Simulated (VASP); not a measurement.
A run of VASP 6.6.1:

Contents of POSCAR:

```
BaHfO3
1.0
    4.1352881831      0.0000000000      0.0000000000
    0.0000000000      4.1352881831      0.0000000000
    0.0000000000      0.0000000000      4.1352881831
Ba Hf O
1 1 3
Direct
    0.0000000000      0.0000000000      0.0000000000
    0.5000000000      0.5000000000      0.5000000000
    0.5000000000      0.5000000000      0.0000000000
    0.5000000000      0.0000000000      0.5000000000
    0.0000000000      0.5000000000      0.5000000000
```

File INCAR.step1:

```
SYSTEM = BaHfO3
PREC = Accurate
ENCUT = 520
EDIFF = 1E-5
ISMEAR = 0
SIGMA = 0.01
LREAL = .FALSE.
LASPH = .TRUE.
NELM = 100
ALGO = Normal
ISIF = 2
LWAVE = .TRUE.
LCHARG = .FALSE.
GGA = PE
NBANDS = 27
```

INCAR.step2

```
SYSTEM = BaHfO3
PREC = Accurate
ENCUT = 520
EDIFF = 1E-7
ISMEAR = 0
SIGMA = 0.01
LREAL = .FALSE.
LASPH = .TRUE.
NELM = 100
ALGO = Normal
ISIF = 2
LWAVE = .FALSE.
LCHARG = .FALSE.
GGA = PE
LHFCALC = .TRUE.
HFSCREEN = 0.2079
PRECFOCK = Fast
ISTART = 1
NBANDS = 27
```

KPOINTS

```
regular mesh
0
G
  4 4 4
  0 0 0
```

Potentials or basis: VASP PAW PBE potentials, release 64 (Ba_sv, Hf_pv, O).

Launch:

```sh
$ cat potpaw_PBE.64/Ba_sv/POTCAR potpaw_PBE.64/Hf_pv/POTCAR potpaw_PBE.64/O/POTCAR > POTCAR
$ cp INCAR.step1 INCAR
$ mpirun -np 1 vasp_std > vasp.out
$ cp INCAR.step2 INCAR
$ mpirun -np 1 vasp_std > vasp.out
```

Hardware: 1 thread of Oxide Virtual Turin-like Processor (shared host).

**Question.** How long does it take, and how much memory?

**Answer.** Run time: 21 min on 1 thread of Oxide Virtual Turin-like Processor, on a shared host, peak memory 0.27 GiB. Counts: k points 10.
